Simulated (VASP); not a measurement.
# PtF2 (Fd-3m) in VASP: single point with PBE

Aim: the single point of PtF2 with PBE.

Everything below comes from runs of VASP 6.6.1. Logs are shortened: lines on timing, memory, paths and dates and some standing lists are left out, and cuts for length are marked.

### Step 1. The cell of the first run

It takes space group Fd-3m (No. 227, cubic). The conventional cell has a = 6.747 Å, b = 6.747 Å, c = 6.747 Å, α = 90.00°, β = 90.00°, γ = 90.00°. Pt (site symmetry -43m) has 12 F at 2.80 Å and 4 Pt at 2.92 Å within 3.7 Å. Within 3.2 Å of F (site symmetry -3m) lie 6 F at 2.39 Å and 6 Pt at 2.80 Å.

### Step 2. Single point, PBE

Input file INCAR:

```
  PREC = Accurate
  ENCUT = 520
  EDIFF = 1E-7
  ISMEAR = 0
  SIGMA = 0.1
  LREAL = False
  LASPH = True
  NELM = 100
  ALGO = Normal
  ISIF = 2
  LWAVE = False
  LCHARG = False
  GGA = PE
  NBANDS = 33
```

Input file KPOINTS:

```
regular mesh
0
Gamma
  4 4 4
```

Input file POSCAR:

```
PtF2
1.0
    0.0000000000      3.3733007300      3.3733007300
    3.3733007300      0.0000000000      3.3733007300
    3.3733007300      3.3733007300      0.0000000000
Pt F
2 4
Direct
    0.0000000000      0.0000000000      0.0000000000
    0.2500000000      0.2500000000      0.2500000000
    0.6250000000      0.6250000000      0.6250000000
    0.6250000000      0.6250000000      0.1250000000
    0.6250000000      0.1250000000      0.6250000000
    0.1250000000      0.6250000000      0.6250000000
```

Potentials or basis: VASP PAW PBE potentials, release 64 (Pt, F).

The run is started by

```bash
$ cat potpaw_PBE.64/Pt/POTCAR potpaw_PBE.64/F/POTCAR > POTCAR
$ mpirun -np 1 vasp_std > vasp.out
```

OUTCAR:

```text
PREC = Accurate
   ENCUT = 520
   EDIFF = 1E-7
   ISMEAR = 0
   LREAL = False
   LASPH = True
   NELM = 100
   ISIF = 2
   GGA = PE

 ion  position               nearest neighbor table
   1  0.000  0.000  0.000-   2 2.92   2 2.92   2 2.92   2 2.92
   2  0.250  0.250  0.250-   1 2.92   1 2.92   1 2.92   1 2.92
   3  0.625  0.625  0.625-
   4  0.625  0.625  0.125-
   5  0.625  0.125  0.625-
   6  0.125  0.625  0.625-

  LATTYP: Found a face centered cubic cell.
 ALAT       =     6.7466014600

  Lattice vectors:

 A1 = (   0.0000000000,   3.3733007300,   3.3733007300)
 A2 = (   3.3733007300,   0.0000000000,   3.3733007300)
 A3 = (   3.3733007300,   3.3733007300,   0.0000000000)

Analysis of symmetry for initial positions (statically):
=====================================================================
 Subroutine PRICEL returns:
 Original cell was already a primitive cell.

 Routine SETGRP: Setting up the symmetry group for a
 face centered cubic supercell.

 Subroutine GETGRP returns: Found 48 space group operations
 (whereof 24 operations were pure point group operations)
 out of a pool of 48 trial point group operations.

The static configuration has the point symmetry T_d .
 The point group associated with its full space group is O_h .

Analysis of symmetry for dynamics (positions and initial velocities):
=====================================================================
 Subroutine PRICEL returns:
 Original cell was already a primitive cell.

 Routine SETGRP: Setting up the symmetry group for a
 face centered cubic supercell.

 Subroutine GETGRP returns: Found 48 space group operations
 (whereof 24 operations were pure point group operations)
 out of a pool of 48 trial point group operations.

The dynamic configuration has the point symmetry T_d .
 The point group associated with its full space group is O_h .

 Subroutine INISYM returns: Found 48 space group operations
 (whereof 24 operations are pure point group operations),
 and found     1 'primitive' translations

----------------------------------------------------------------------------------------

                                     Primitive cell

  volume of cell :      76.7706

  direct lattice vectors                    reciprocal lattice vectors
     0.000000000  3.373300730  3.373300730    -0.148222776  0.148222776  0.148222776
     3.373300730  0.000000000  3.373300730     0.148222776 -0.148222776  0.148222776
     3.373300730  3.373300730  0.000000000     0.148222776  0.148222776 -0.148222776

  length of vectors
     4.770567642  4.770567642  4.770567642     0.256729380  0.256729380  0.256729380

  position of ions in fractional coordinates (direct lattice)
     0.000000000  0.000000000  0.000000000
     0.250000000  0.250000000  0.250000000
     0.625000000  0.625000000  0.625000000
     0.625000000  0.625000000  0.125000000
     0.625000000  0.125000000  0.625000000
     0.125000000  0.625000000  0.625000000

  ion indices of the primitive-cell ions
   primitive index   ion index
                 1           1
                 2           2
                 3           3
                 4           4
                 5           5
                 6           6

----------------------------------------------------------------------------------------

 KPOINTS: regular mesh

Automatic generation of k-mesh.
 Grid dimensions read from file:
 generate k-points for:    4    4    4

 Generating k-lattice:

  Cartesian coordinates                     Fractional coordinates (reciprocal lattice)
    -0.037055694  0.037055694  0.037055694     0.250000000  0.000000000  0.000000000
     0.037055694 -0.037055694  0.037055694     0.000000000  0.250000000  0.000000000
     0.037055694  0.037055694 -0.037055694     0.000000000  0.000000000  0.250000000

  Length of vectors
     0.064182345  0.064182345  0.064182345

  Shift w.r.t. Gamma in fractional coordinates (k-lattice)
     0.000000000  0.000000000  0.000000000

 Subroutine IBZKPT returns following result:
 ===========================================

 Found      8 irreducible k-points:

 Following reciprocal coordinates:
            Coordinates               Weight
  0.000000  0.000000  0.000000      1.000000
  0.250000  0.000000  0.000000      8.000000
  0.500000  0.000000  0.000000      4.000000
  0.250000  0.250000  0.000000      6.000000
  0.500000  0.250000  0.000000     24.000000
 -0.250000  0.250000  0.000000     12.000000
  0.500000  0.500000  0.000000      3.000000
 -0.250000  0.500000  0.250000      6.000000
   k-points           NKPTS =      8   k-points in BZ     NKDIM =      8   number of bands    NBANDS=     33
   number of dos      NEDOS =    301   number of ions     NIONS =      6
   total plane-waves  NPLWV =  46656
   dimension x,y,z NGX =    36 NGY =   36 NGZ =   36
   dimension x,y,z NGXF=    72 NGYF=   72 NGZF=   72
   ions per type =               2   4
   NGX,Y,Z   is equivalent  to a cutoff of  12.55, 12.55, 12.55 a.u.
   NGXF,Y,Z  is equivalent  to a cutoff of  25.09, 25.09, 25.09 a.u.
 SYSTEM =  unknown system
   PREC   = accura    normal or accurate (medium, high low for compatibility)
   ISTART =      0    job   : 0-new  1-cont  2-samecut
   ICHARG =      2    charge: 1-file 2-atom 10-const
   ISPIN  =      1    spin polarized calculation?
   LNONCOLLINEAR =      F non collinear calculations
   LSORBIT =      F    spin-orbit coupling
   LASPH  =      T    aspherical Exc in radial PAW
   ENCUT  =  520.0 eV  38.22 Ry    6.18 a.u.   8.87  8.87  8.87*2*pi/ulx,y,z
   NELM   =    100;   NELMIN=  2; NELMDL= -5     # of ELM steps
   EDIFF  = 0.1E-06   stopping-criterion for ELM
   LREAL  =      F    real-space projection
   EDIFFG = 0.1E-05   stopping-criterion for IOM
   NSW    =      0    number of steps for IOM
   IBRION =     -1    ionic relax: 0-MD 1-quasi-New 2-CG
   NFREE  =      0    steps in history (QN), initial steepest desc. (CG)
   ISIF   =      2    stress and relaxation
   ISYM   =      2    0-nonsym 1-usesym 2-fastsym
   POTIM  = 0.5000    time-step for ionic-motion
   TEBEG  =    0.0;   TEEND  =   0.0 temperature during run
   PSTRESS=    0.0 pullay stress
   NELECT =      48.0000    total number of electrons
   NUPDOWN=      -1.0000    fix difference up-down
   EMIN   =  10.00;   EMAX   =-10.00  energy-range for DOS
   EFERMI =   0.00;   METHOD = LEGACY
   ISMEAR =     0;   SIGMA  =   0.10  broadening in eV -4-tet -1-fermi 0-gaus
   EFERMI_NEDOS =   21; number of points for ismear=-14 and -15
   IALGO  =     38    algorithm
   IMIX   =      4    mixing-type and parameters
     AMIX     =   0.40;   BMIX     =  1.00
     AMIX_MAG =   1.60;   BMIX_MAG =  1.00
  volume/ion in A,a.u.               =      12.80        86.35
  Fermi-wavevector in a.u.,A,eV,Ry     =   1.399878  2.645386 26.662771  1.959658
  Thomas-Fermi vector in A             =   2.522894
   LORBIT       =      0    0 simple, 1 ext, 2 COOP (PROOUT), +10 PAW based schemes
   GGA     = PE    functional components
   LHFCALC =     F    Hartree Fock is set to
   AEXX    =    0.0000 exact exchange contribution
   IVDW    =     0    specifies the selected vdW correction
   LEPSILON=     F    determine dielectric tensor
   LRPA    =     F    only Hartree local field effects (RPA)
 non-spin polarized calculation
 Gauss-broadening in eV      SIGMA  =   0.10
  energy-cutoff  :      520.00
  volume of cell :       76.77
 maximum number of plane-waves:      2120
   NGX = 17   NGY = 17   NGZ = 17

 number of electron      48.0000055 magnetization

 Free energy of the ion-electron system (eV)
  ---------------------------------------------------
  ext. energy  EPLUGINS =         0.00000000
  ---------------------------------------------------
  free energy    TOTEN  =       -16.68837863 eV

  energy without entropy =      -16.60508690  energy(sigma->0) =      -16.64673276

 E-fermi :   2.4753     XC(G=0): -11.2796

 val. band max:        2.4712570930   @ k =   0.5000   0.0000   0.0000
 cond. band min:       2.4942723345   @ k =   0.2500   0.2500   0.0000
 fundamental gap:      0.0230152415
 Fermi energy:         2.4753078241

 k-point     1 :       0.0000    0.0000    0.0000
  band No.  band energies     occupation
      1     -19.1604      2.00000
      2     -17.7725      2.00000
      3     -17.7725      2.00000
      4     -17.7725      2.00000
      5      -1.9402      2.00000
      6      -1.6918      2.00000
[... 25 lines left out ...]
     32      16.1200      0.00000
     33      16.1200      0.00000

 k-point     2 :       0.2500    0.0000    0.0000
  band No.  band energies     occupation
      1     -19.0195      2.00000
      2     -17.9374      2.00000
      3     -17.7774      2.00000
      4     -17.7774      2.00000
      5      -2.1144      2.00000
      6      -1.5692      2.00000
[... 25 lines left out ...]
     32      16.2152      0.00000
     33      16.2152      0.00000

 k-point     3 :       0.5000    0.0000    0.0000
  band No.  band energies     occupation
      1     -18.8146      2.00000
      2     -18.1666      2.00000
      3     -17.7823      2.00000
      4     -17.7823      2.00000
      5      -2.2158      2.00000
      6      -1.2461      2.00000
[... 25 lines left out ...]
     32      16.3162      0.00000
     33      16.3162      0.00000

 k-point     4 :       0.2500    0.2500    0.0000
  band No.  band energies     occupation
      1     -18.9663      2.00000
      2     -17.9970      2.00000
      3     -17.7789      2.00000
      4     -17.7789      2.00000
      5      -2.3313      2.00000
      6      -1.6236      2.00000
[... 25 lines left out ...]
     32      15.0975      0.00000
     33      16.5428      0.00000

 k-point     5 :       0.5000    0.2500    0.0000
  band No.  band energies     occupation
      1     -18.7260      2.00000
      2     -18.2558      2.00000
      3     -17.7893      2.00000
      4     -17.7843      2.00000
      5      -2.2181      2.00000
      6      -1.4811      2.00000
[... 25 lines left out ...]
     32      15.7146      0.00000
     33      16.8928      0.00000

 k-point     6 :      -0.2500    0.2500    0.0000
  band No.  band energies     occupation
      1     -18.8237      2.00000
      2     -18.1502      2.00000
      3     -17.7886      2.00000
      4     -17.7823      2.00000
      5      -2.1700      2.00000
      6      -1.3899      2.00000
[... 25 lines left out ...]
     32      15.8724      0.00000
     33      16.5811      0.00000

 k-point     7 :       0.5000    0.5000    0.0000
  band No.  band energies     occupation
      1     -18.4959      2.00000
      2     -18.4959      2.00000
      3     -17.7861      2.00000
      4     -17.7861      2.00000
      5      -2.1172      2.00000
      6      -2.1172      2.00000
[... 25 lines left out ...]
     32      14.7827      0.00000
     33      17.4340      0.00000

 k-point     8 :      -0.2500    0.5000    0.2500
  band No.  band energies     occupation
      1     -18.4930      2.00000
      2     -18.4930      2.00000
      3     -17.7907      2.00000
      4     -17.7907      2.00000
      5      -1.8340      2.00000
      6      -1.8340      2.00000
[... 25 lines left out ...]
     32      15.0068      0.00000
     33      17.8124      0.00000

------------------------ aborting loop because EDIFF is reached ----------------------------------------

  FORCE on cell =-STRESS in cart. coord.  units (eV):
  Direction    XX          YY          ZZ          XY          YZ          ZX
  --------------------------------------------------------------------------------------
  -------------------------------------------------------------------------------------
  Total       -5.2351577     -5.2351577     -5.2351577      0.0000000      0.0000000      0.0000000
  in kB     -109.2559687   -109.2559687   -109.2559687      0.0000000      0.0000000      0.0000000
  external PRESSURE =    -109.2559687 kB  Pullay stress =       0.0000000 kB

 VOLUME and BASIS-vectors are now :
 -----------------------------------------------------------------------------
  energy-cutoff  :      520.00
  volume of cell :       76.77
      direct lattice vectors                 reciprocal lattice vectors
     0.000000000  3.373300730  3.373300730    -0.148222776  0.148222776  0.148222776
     3.373300730  0.000000000  3.373300730     0.148222776 -0.148222776  0.148222776
     3.373300730  3.373300730  0.000000000     0.148222776  0.148222776 -0.148222776

 POSITION                                       TOTAL-FORCE (eV/Angst)
 -----------------------------------------------------------------------------------
      0.00000      0.00000      0.00000         0.000000      0.000000      0.000000
      1.68665      1.68665      1.68665        -0.000000     -0.000000     -0.000000
      4.21663      4.21663      4.21663        -0.000000      0.000000     -0.000000
      2.52998      2.52998      4.21663        -0.000000     -0.000000     -0.000000
      2.52998      4.21663      2.52998        -0.000000      0.000000     -0.000000
      4.21663      2.52998      2.52998        -0.000000      0.000000     -0.000000
 -----------------------------------------------------------------------------------
    total drift:                                0.000000      0.000000      0.000000

  FREE ENERGIE OF THE ION-ELECTRON SYSTEM (eV)
  ---------------------------------------------------
  free  energy   TOTEN  =       -16.6883786312 eV

  energy  without entropy=      -16.6050868973  energy(sigma->0) =      -16.64673276
```

Wall time 1.7 min (1 thread of Intel Xeon 6975P-C, shared host); peak memory 0.21 GiB.

Results:

```
Free energy            : -16.6884 eV
Pressure               : -10.9 GPa
Band gap on the k mesh : zero (band 24 reaches 2.47 eV, above the bottom of band 25 at 2.42 eV)
```

Levels at points of the mesh, in eV from the Fermi level:
```tsv
k point	band 20	band 21	band 22	band 23	band 24	band 25	band 26	band 27	band 28	band 29
(0.00, 0.00, 0.00)	-0.21	-0.21	-0.13	-0.13	-0.13	0.24	0.24	0.24	7.78	8.43
(0.50, 0.00, 0.00)	-0.83	-0.54	-0.54	0.00	0.00	0.17	0.17	2.49	2.88	8.82
(0.50, 0.50, 0.00)	-0.74	-0.28	-0.28	-0.18	-0.18	0.16	0.16	2.98	2.98	7.95
```

Caveat: the k points lie up to 0.40 Å⁻¹ apart; spin-orbit coupling is left out, which moves the levels of the heavy elements.
